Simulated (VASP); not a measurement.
Be: single point with RPBE

The system is Be.

```
CELL_PARAMETERS angstrom
3.33008 1.92775 -0.00336
-1.11192 1.93102 0.02493
1.08692 1.96171 3.53018
ATOMIC_POSITIONS crystal
Be 0.07087 0.37591 0.24226
Be 0.53620 0.92574 0.23894
Be 0.47744 0.09451 0.72300
Be 0.96709 0.62273 0.71399
```

```
Program                : VASP 6.6.1
Task                   : single point
Functional             : RPBE
Potentials or basis    : VASP PAW PBE potentials, release 64 (Be)
Cutoff                 : 520 eV
k mesh                 : 5 × 8 × 5, shifted
Occupations            : fermi-dirac, width 0.1475 eV
Spin                   : no spin polarisation
Dipole correction      : no
Further INCAR settings : ALGO = Normal; EDIFF = 1e-07; NBANDS = 12
```

* Pressure: 11.8 GPa
* Largest force: 1.524 eV/Å
* Band gap on the k mesh: zero (band 4 reaches 8.19 eV, above the bottom of band 5 at 6.86 eV)

Forces on the atoms (eV/Å):
```
Be  -1.133 -0.564 -0.849
Be   1.223 -0.347 -0.584
Be  -0.521  0.499  0.369
Be   0.431  0.412  1.063
```

Stress tensor (GPa, compression positive):
```
11.79  1.98  1.30
 1.98 10.98 -2.03
 1.30 -2.03 12.68
```

Levels at points of the mesh, in eV from the Fermi level:
```
           k point  band 1  band 2  band 3  band 4  band 5  band 6  band 7  band 8
(0.00, 0.00, 0.50)   -9.60   -9.29   -5.19   -3.00    3.70    6.78    6.81    9.91
(0.00, 0.50, 0.50)   -5.79   -5.53   -1.78   -1.00    2.32    2.62    4.31    4.78
```

Run time: 12 s on 1 thread of Intel(R) Xeon(R) 6975P-C (Granite Rapids) (shared host), peak memory 0.15 GiB.

Caveat: the k points lie up to 0.37 Å⁻¹ apart; the PAW data sets were made with another functional, which shifts forces and pressure a little.
